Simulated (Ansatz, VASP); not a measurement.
# HfSn3S8 in VASP and in Ansatz

```
Hf Sn S
1.0
    -0.05197   -0.01183    7.09754
     7.40054   -0.00171   -0.05562
    -3.70212    6.40819    0.01945
Hf Sn S
1 3 8
Direct
  0.99799 0.99995 0.00000
  0.00077 0.49993 0.50015
  0.00039 0.49989 0.99980
  0.00074 0.00027 0.50015
  0.20780 0.67296 0.83561
  0.20660 0.66990 0.33392
  0.20779 0.16850 0.83563
  0.20794 0.16840 0.33092
  0.79208 0.83094 0.66780
  0.79195 0.83113 0.16509
  0.79399 0.33001 0.66586
  0.79198 0.32811 0.16506
```

Change from the starting cell: cell x1, atoms moved at random (sigma 0.15 Å) and cell strained at random (1.5 %), then relaxed without symmetry.

Alike in both runs: functional PBE; k mesh 2 × 3 × 3; occupations gaussian, width 0.1 eV; no spin polarisation.

Ansatz relaxed the structure, and its values are those at the end. VASP's run is a single point on that final structure, the one shown.

|  | VASP | Ansatz |
| --- | --- | --- |
| version | VASP 6.6.1 | Ansatz 0.2.0 |
| potentials or method | VASP PAW PBE potentials, release 64 (Hf_pv, Sn_d, S), cutoff 520 eV | scalar-relativistic, plane waves, PAW |
| valence electrons in the cell | 100 | 116 |

Ansatz gave:

```
gap on the k mesh at the Fermi level (eV) : 0.91
least direct gap on the mesh (eV)         : 0.96
pressure (GPa)                            : 0.0
rms of the force components (eV/Å)        : 0.004
```

Question: Which values does VASP return?

Answer: gap on the k mesh at the Fermi level (eV): 0.92; least direct gap on the mesh (eV): 0.97; pressure (GPa): -0.2; rms of the force components (eV/Å): 0.020.

With one functional, cell and mesh, what is left measures potentials, basis and numerics. VASP's potentials hold 100 valence electrons a cell and Ansatz's 116, so a difference there can come from the potentials and not from the codes.

The k mesh is coarse, so the values compare programs but aren't converged. Neither program's run includes spin-orbit coupling.
